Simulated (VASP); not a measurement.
HgS:

```
Hg S
1.0
     0.00000    2.92900    2.92900
     2.92900    0.00000    2.92900
     2.92900    2.92900    0.00000
Hg S
1 1
Cartesian
  0.0000 0.0000 0.0000
  4.3935 4.3935 4.3935
```

Base run:

- Program: VASP 6.6.1
- Functional: PBE-based screened hybrid with 30 % exact exchange
- Potentials or basis: VASP PAW PBE potentials, release 64 (Hg, S)
- Cutoff: 400 eV
- k mesh: 6 × 6 × 6
- Occupations: gaussian, width 0.05 eV
- Spin: no spin polarisation

Its results: band gap on the k mesh 0.62 eV; pressure 2.0 GPa.

Question: The run is repeated on the same cell with these changes: functional from PBE-based screened hybrid with 30 % exact exchange to PBE-based global hybrid with 5 % exact exchange; share of exact exchange from 0.3 to 0.05. What comes out?

Answer: Band gap on the k mesh zero (filled and empty bands touch); pressure 3.9 GPa.

Caveats: the PAW data sets were made with another functional, which shifts forces and pressure a little; spin-orbit coupling is left out, which moves the levels of the heavy elements; the cell stands under pressure (at least some runs).

